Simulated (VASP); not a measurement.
# ZnSe (P4/nmm) in VASP: further runs

Runs on ZnSe. Level: LDA. Tasks: single point.

All numbers are computed with VASP 6.6.1; they aren't measurements. Logs are shortened: lines on timing, memory, paths and dates and some standing lists are left out, and cuts for length are marked.

## Step 1: The cell of the first run

Symmetry: P4/nmm, No. 129, tetragonal system. Conventional cell: a = 3.855 Å, b = 3.855 Å, c = 5.087 Å, α = 90.00°, β = 90.00°, γ = 90.00°. Within 3.3 Å of Zn (site symmetry -4m2) lie 4 Se at 2.51 Å and 4 Zn at 2.73 Å. Within 3.3 Å of Se (site symmetry 4mm) lie 4 Zn at 2.51 Å and 4 Se at 3.30 Å.

## Step 2: Single point, LDA (atoms shifted along a free coordinate)

INCAR

```
SYSTEM = ZnSe
ALGO = Normal
EDIFF = 1E-6
ENCUT = 520
ISIF = 2
ISMEAR = 0
LASPH = .True.
LCHARG = .True.
LELF = .True.
LREAL = .False.
LVHAR = .True.
LWAVE = .False.
NBANDS = 26
NELM = 80
PREC = Accurate
SIGMA = 0.05
```

KPOINTS

```
k-points
0
Gamma
  8 8 6
  0 0 0
```

POSCAR

```
ZnSe
1.0
    3.8547617266      0.0000000000      0.0000000000
    0.0000000000      3.8547617266      0.0000000000
    0.0000000000      0.0000000000      5.0874920055
Zn Se
2 2
Direct
    0.0000000000      0.0000000000      0.0000000000
    0.5000000000      0.5000000000      0.0000000000
    0.0000000000      0.5000000000      0.3173336233
    0.5000000000      0.0000000000      0.6826663767
```

Potentials or basis: VASP PAW LDA potentials, release 64 (Zn, Se).

Started as:

```sh
$ cat potpaw_LDA.64/Zn/POTCAR potpaw_LDA.64/Se/POTCAR > POTCAR
$ mpirun -np 1 vasp_std > vasp.out
```

OUTCAR:

```text
SYSTEM = ZnSe
   EDIFF = 1E-6
   ENCUT = 520
   ISIF = 2
   ISMEAR = 0
   LASPH = .True.
   LREAL = .False.
   NELM = 80
   PREC = Accurate

 ion  position               nearest neighbor table
   1  0.000  0.000  0.000-   3 2.51   4 2.51   3 2.51   4 2.51   2 2.73   2 2.73   2 2.73   2 2.73

   2  0.500  0.500  0.000-   3 2.51   4 2.51   4 2.51   3 2.51   1 2.73   1 2.73   1 2.73   1 2.73

   3  0.000  0.500  0.317-   1 2.51   2 2.51   1 2.51   2 2.51
   4  0.500  0.000  0.683-   1 2.51   2 2.51   2 2.51   1 2.51

  LATTYP: Found a simple tetragonal cell.
 ALAT       =     3.8547617266
 C/A-ratio  =     1.3197941575

  Lattice vectors:

 A1 = (   3.8547617266,   0.0000000000,   0.0000000000)
 A2 = (   0.0000000000,   3.8547617266,   0.0000000000)
 A3 = (   0.0000000000,   0.0000000000,   5.0874920055)

Analysis of symmetry for initial positions (statically):
=====================================================================
 Subroutine PRICEL returns:
 Original cell was already a primitive cell.

 Routine SETGRP: Setting up the symmetry group for a
 simple tetragonal supercell.

 Subroutine GETGRP returns: Found 16 space group operations
 (whereof  8 operations were pure point group operations)
 out of a pool of 16 trial point group operations.

The static configuration has the point symmetry D_2d.
 The point group associated with its full space group is D_4h.

Analysis of symmetry for dynamics (positions and initial velocities):
=====================================================================
 Subroutine PRICEL returns:
 Original cell was already a primitive cell.

 Routine SETGRP: Setting up the symmetry group for a
 simple tetragonal supercell.

 Subroutine GETGRP returns: Found 16 space group operations
 (whereof  8 operations were pure point group operations)
 out of a pool of 16 trial point group operations.

The dynamic configuration has the point symmetry D_2d.
 The point group associated with its full space group is D_4h.

 Subroutine INISYM returns: Found 16 space group operations
 (whereof  8 operations are pure point group operations),
 and found     1 'primitive' translations

----------------------------------------------------------------------------------------

                                     Primitive cell

  volume of cell :      75.5960

  direct lattice vectors                    reciprocal lattice vectors
     3.854761727  0.000000000  0.000000000     0.259419407  0.000000000  0.000000000
     0.000000000  3.854761727  0.000000000     0.000000000  0.259419407  0.000000000
     0.000000000  0.000000000  5.087492005     0.000000000  0.000000000  0.196560505

  length of vectors
     3.854761727  3.854761727  5.087492005     0.259419407  0.259419407  0.196560505

  position of ions in fractional coordinates (direct lattice)
     0.000000000  0.000000000  0.000000000
     0.500000000  0.500000000  0.000000000
     0.000000000  0.500000000  0.317333623
     0.500000000  0.000000000  0.682666377

  ion indices of the primitive-cell ions
   primitive index   ion index
                 1           1
                 2           2
                 3           3
                 4           4

----------------------------------------------------------------------------------------

 KPOINTS: k-points

Automatic generation of k-mesh.
 Grid dimensions read from file:
 generate k-points for:    8    8    6

 Generating k-lattice:

  Cartesian coordinates                     Fractional coordinates (reciprocal lattice)
     0.032427426  0.000000000  0.000000000     0.125000000  0.000000000  0.000000000
     0.000000000  0.032427426  0.000000000     0.000000000  0.125000000  0.000000000
     0.000000000  0.000000000  0.032760084     0.000000000  0.000000000  0.166666667

  Length of vectors
     0.032427426  0.032427426  0.032760084

  Shift w.r.t. Gamma in fractional coordinates (k-lattice)
     0.000000000  0.000000000  0.000000000

 Subroutine IBZKPT returns following result:
 ===========================================

 Found     60 irreducible k-points:

 Following reciprocal coordinates:
            Coordinates               Weight
  0.000000  0.000000  0.000000      1.000000
  0.125000  0.000000  0.000000      4.000000
  0.250000  0.000000  0.000000      4.000000
  0.375000  0.000000  0.000000      4.000000
  0.500000  0.000000  0.000000      2.000000
  0.125000  0.125000  0.000000      4.000000
[... 16 lines left out ...]
  0.375000  0.125000  0.166667     16.000000
  0.500000  0.125000  0.166667      8.000000
 [... further k-points ...]
   k-points           NKPTS =     60   k-points in BZ     NKDIM =     60   number of bands    NBANDS=     26
   number of dos      NEDOS =    301   number of ions     NIONS =      4
   total plane-waves  NPLWV =  36000
   dimension x,y,z NGX =    30 NGY =   30 NGZ =   40
   dimension x,y,z NGXF=    60 NGYF=   60 NGZF=   80
   ions per type =               2   2
   NGX,Y,Z   is equivalent  to a cutoff of  12.94, 12.94, 13.07 a.u.
   NGXF,Y,Z  is equivalent  to a cutoff of  25.88, 25.88, 26.14 a.u.
 SYSTEM =  ZnSe
   PREC   = accura    normal or accurate (medium, high low for compatibility)
   ISTART =      0    job   : 0-new  1-cont  2-samecut
   ICHARG =      2    charge: 1-file 2-atom 10-const
   ISPIN  =      1    spin polarized calculation?
   LNONCOLLINEAR =      F non collinear calculations
   LSORBIT =      F    spin-orbit coupling
   LASPH  =      T    aspherical Exc in radial PAW
   ENCUT  =  520.0 eV  38.22 Ry    6.18 a.u.   7.17  7.17  9.46*2*pi/ulx,y,z
   NELM   =     80;   NELMIN=  2; NELMDL= -5     # of ELM steps
   EDIFF  = 0.1E-05   stopping-criterion for ELM
   LREAL  =      F    real-space projection
   EDIFFG = 0.1E-04   stopping-criterion for IOM
   NSW    =      0    number of steps for IOM
   IBRION =     -1    ionic relax: 0-MD 1-quasi-New 2-CG
   NFREE  =      0    steps in history (QN), initial steepest desc. (CG)
   ISIF   =      2    stress and relaxation
   ISYM   =      2    0-nonsym 1-usesym 2-fastsym
   POTIM  = 0.5000    time-step for ionic-motion
   TEBEG  =    0.0;   TEEND  =   0.0 temperature during run
   PSTRESS=    0.0 pullay stress
   NELECT =      36.0000    total number of electrons
   NUPDOWN=      -1.0000    fix difference up-down
   EMIN   =  10.00;   EMAX   =-10.00  energy-range for DOS
   EFERMI =   0.00;   METHOD = LEGACY
   ISMEAR =     0;   SIGMA  =   0.05  broadening in eV -4-tet -1-fermi 0-gaus
   EFERMI_NEDOS =   21; number of points for ismear=-14 and -15
   IALGO  =     38    algorithm
   IMIX   =      4    mixing-type and parameters
     AMIX     =   0.40;   BMIX     =  1.00
     AMIX_MAG =   1.60;   BMIX_MAG =  1.00
  volume/ion in A,a.u.               =      18.90       127.54
  Fermi-wavevector in a.u.,A,eV,Ry     =   1.278427  2.415877 22.237043  1.634377
  Thomas-Fermi vector in A             =   2.410971
   LORBIT       =      0    0 simple, 1 ext, 2 COOP (PROOUT), +10 PAW based schemes
   GGA     = CA    functional components
   LHFCALC =     F    Hartree Fock is set to
   AEXX    =    0.0000 exact exchange contribution
   IVDW    =     0    specifies the selected vdW correction
   LEPSILON=     F    determine dielectric tensor
   LRPA    =     F    only Hartree local field effects (RPA)
 non-spin polarized calculation
 Gauss-broadening in eV      SIGMA  =   0.05
  energy-cutoff  :      520.00
  volume of cell :       75.60
 maximum number of plane-waves:      2068
 NGX is ok and might be reduce to    30
   NGX = 15   NGY = 15   NGZ = 19

 number of electron      35.9999969 magnetization

 Free energy of the ion-electron system (eV)
  ---------------------------------------------------
  ext. energy  EPLUGINS =         0.00000000
  ---------------------------------------------------
  free energy    TOTEN  =       -13.79670530 eV

  energy without entropy =      -13.79670530  energy(sigma->0) =      -13.79670530

 E-fermi :   3.9799     XC(G=0): -10.7163

 val. band max:        3.7106433488   @ k =   0.0000   0.0000   0.0000
 cond. band min:       4.6759443199   @ k =   0.0000   0.0000   0.0000
 fundamental gap:      0.9653009711
 Fermi energy:         3.9798972457

 k-point     1 :       0.0000    0.0000    0.0000
  band No.  band energies     occupation
      1     -10.9503      2.00000
      2      -9.0065      2.00000
      3      -4.4832      2.00000
      4      -4.3260      2.00000
      5      -4.0878      2.00000
      6      -4.0878      2.00000
[... 18 lines left out ...]
     25      13.2160      0.00000
     26      14.3374      0.00000

 k-point     2 :       0.1250    0.0000    0.0000
  band No.  band energies     occupation
      1     -10.8532      2.00000
      2      -9.0302      2.00000
      3      -4.4116      2.00000
      4      -4.3001      2.00000
      5      -4.0862      2.00000
      6      -4.0711      2.00000
[... 18 lines left out ...]
     25      12.9947      0.00000
     26      13.5932      0.00000

 k-point     3 :       0.2500    0.0000    0.0000
  band No.  band energies     occupation
      1     -10.5774      2.00000
      2      -9.1285      2.00000
      3      -4.2362      2.00000
      4      -4.2219      2.00000
      5      -4.0590      2.00000
      6      -4.0345      2.00000
[... 18 lines left out ...]
     25      11.7645      0.00000
     26      13.2296      0.00000

 k-point     4 :       0.3750    0.0000    0.0000
  band No.  band energies     occupation
      1     -10.1729      2.00000
      2      -9.3569      2.00000
      3      -4.0946      2.00000
      4      -4.0938      2.00000
      5      -3.9737      2.00000
      6      -3.9165      2.00000
[... 18 lines left out ...]
     25      12.3069      0.00000
     26      12.3367      0.00000
[... 496 lines left out ...]
      1     -10.4090      2.00000
      2      -9.2200      2.00000
      3      -4.2989      2.00000
      4      -4.2019      2.00000
      5      -4.0153      2.00000
      6      -4.0024      2.00000
[... 18 lines left out ...]
     25      10.7786      0.00000
     26      13.1235      0.00000

 k-point    23 :       0.3750    0.1250    0.1667
  band No.  band energies     occupation
      1     -10.0409      2.00000
      2      -9.3656      2.00000
      3      -4.2077      2.00000
      4      -4.0853      2.00000
      5      -3.9361      2.00000
      6      -3.8596      2.00000
[... 18 lines left out ...]
     25      12.5646      0.00000
     26      12.9135      0.00000

 k-point    24 :       0.5000    0.1250    0.1667
  band No.  band energies     occupation
      1      -9.6568      2.00000
      2      -9.6568      2.00000
      3      -4.0533      2.00000
      4      -4.0533      2.00000
      5      -3.9368      2.00000
      6      -3.9368      2.00000
[... 18 lines left out ...]
     25      12.5595      0.00000
     26      12.5595      0.00000

 [... further k-points ...]

------------------------ aborting loop because EDIFF is reached ----------------------------------------

  FORCE on cell =-STRESS in cart. coord.  units (eV):
  Direction    XX          YY          ZZ          XY          YZ          ZX
  --------------------------------------------------------------------------------------
  -------------------------------------------------------------------------------------
  Total        1.3907675      1.3907675     -1.3382195      0.0000000      0.0000000      0.0000000
  in kB       29.4758465     29.4758465    -28.3621471      0.0000000      0.0000000      0.0000000
  external PRESSURE =      10.1965153 kB  Pullay stress =       0.0000000 kB

 VOLUME and BASIS-vectors are now :
 -----------------------------------------------------------------------------
  energy-cutoff  :      520.00
  volume of cell :       75.60
      direct lattice vectors                 reciprocal lattice vectors
     3.854761727  0.000000000  0.000000000     0.259419407  0.000000000  0.000000000
     0.000000000  3.854761727  0.000000000     0.000000000  0.259419407  0.000000000
     0.000000000  0.000000000  5.087492005     0.000000000  0.000000000  0.196560505

 POSITION                                       TOTAL-FORCE (eV/Angst)
 -----------------------------------------------------------------------------------
      0.00000      0.00000      0.00000         0.000000     -0.000000     -0.000000
      1.92738      1.92738      0.00000         0.000000      0.000000     -0.000000
      0.00000      1.92738      1.61443         0.000000      0.000000     -1.187696
      1.92738      0.00000      3.47306         0.000000     -0.000000      1.187696
 -----------------------------------------------------------------------------------
    total drift:                                0.000000      0.000000      0.000000

  FREE ENERGIE OF THE ION-ELECTRON SYSTEM (eV)
  ---------------------------------------------------
  free  energy   TOTEN  =       -13.7967053047 eV

  energy  without entropy=      -13.7967053047  energy(sigma->0) =      -13.79670530
```

Wall time 50 s (1 thread of AMD EPYC 9R45 (Zen 5), shared host); peak memory 0.2 GiB.

Results:

| Item | Value |
| --- | --- |
| Free energy | -13.7967 eV |
| Pressure | 1.0 GPa |
| Largest force | 1.188 eV/Å |
| Band gap on the k mesh | 0.97 eV |

Forces on the atoms (eV/Å):
```
Zn   0.000  0.000  0.000
Zn   0.000  0.000  0.000
Se   0.000  0.000 -1.188
Se   0.000  0.000  1.188
```

Levels at points of the mesh, in eV from the valence-band top:
```tsv
k point	band 14	band 15	band 16	band 17	band 18	band 19	band 20	band 21	band 22	band 23
(0.00, 0.00, 0.00)	-3.31	-3.31	-1.50	0.00	0.00	0.97	1.60	2.86	4.28	4.28
(0.50, 0.00, 0.00)	-5.15	-3.59	-3.59	-1.47	-1.47	3.69	3.69	4.00	4.00	6.50
(0.50, 0.50, 0.00)	-5.43	-3.17	-3.17	-2.45	-2.45	1.41	1.41	1.57	1.57	10.06
(0.00, 0.00, 0.50)	-2.57	-2.19	-2.19	-1.78	-1.78	2.27	3.15	3.66	4.17	5.74
(0.50, 0.00, 0.50)	-6.71	-1.29	-1.29	-1.09	-1.09	1.54	1.54	4.94	4.94	5.45
(0.50, 0.50, 0.50)	-4.72	-4.53	-4.53	-4.18	-4.18	4.47	4.47	4.80	4.80	7.68
```

Caveat: the cell differs from its parent crystal (atoms shifted along a free coordinate); the stress differs along the axes, from -3 to 3 GPa; forces of over 1 eV/Å act on the atoms, so gaps and moduli don't describe the material at rest.

## Step 3: Single point, LDA (atoms shifted along a free coordinate)

INCAR

```
SYSTEM = ZnSe
PREC = Accurate
ENCUT = 520
EDIFF = 1E-7
ISMEAR = 0
SIGMA = 0.05
LREAL = .False.
LASPH = .True.
NELM = 80
ALGO = Normal
ISIF = 2
LWAVE = .False.
LCHARG = .True.
LELF = .True.
LVHAR = .True.
NBANDS = 26
```

KPOINTS

```
regular mesh
0
Gamma
  8 8 6
  0 0 0
```

Changes to POSCAR since step 2:

```diff
@@ -10,3 +10,3 @@
     0.5000000000      0.5000000000      0.0000000000
-    0.0000000000      0.5000000000      0.3173336233
-    0.5000000000      0.0000000000      0.6826663767
+    0.0000000000      0.5000000000      0.2419974579
+    0.5000000000      0.0000000000      0.7580025421
```

Potentials or basis: VASP PAW LDA potentials, release 64 (Zn, Se).

Started as:

```sh
$ cat potpaw_LDA.64/Zn/POTCAR potpaw_LDA.64/Se/POTCAR > POTCAR
$ mpirun -np 1 vasp_std > vasp.out
```

Run time: 54 s. Hardware: 1 thread of AMD EPYC 9R45 (Zen 5), shared host; peak memory 0.2 GiB.

It converged, with:

```yaml
Free_energy: -12.7783 eV
Pressure: 22.7 GPa
Largest_force: 4.131 eV/Å
Band_gap_on_the_k_mesh: 0.95 eV
```

Forces on the atoms (eV/Å):
```
Zn   0.000  0.000  0.000
Zn   0.000  0.000  0.000
Se   0.000  0.000  4.131
Se   0.000  0.000 -4.131
```

Stress tensor (GPa, compression positive):
```
23.51  0.00  0.00
 0.00 23.51  0.00
 0.00  0.00 21.19
```

Levels at points of the mesh, in eV from the valence-band top:
```
           k point  band 15  band 16  band 17  band 18  band 19  band 20  band 21  band 22
(0.00, 0.00, 0.00)    -4.17    -0.45    -0.45     0.00     0.95     1.63     2.10     5.25
(0.50, 0.00, 0.00)    -2.49    -2.49    -1.98    -1.98     2.94     2.94     6.57     6.57
(0.50, 0.50, 0.00)    -3.32    -3.32    -3.11    -3.11     2.72     2.72     3.70     3.70
(0.00, 0.00, 0.50)    -3.89    -1.98    -1.03    -1.03     1.28     3.07     4.00     4.49
(0.50, 0.00, 0.50)    -1.89    -1.89    -1.06    -1.06     2.24     2.24     5.53     5.53
(0.50, 0.50, 0.50)    -4.06    -4.06    -3.91    -3.91     5.26     5.26     6.75     6.75
```

Caveat: the cell differs from its parent crystal (atoms shifted along a free coordinate); the cell stands under pressure; forces of over 1 eV/Å act on the atoms, so gaps and moduli don't describe the material at rest.
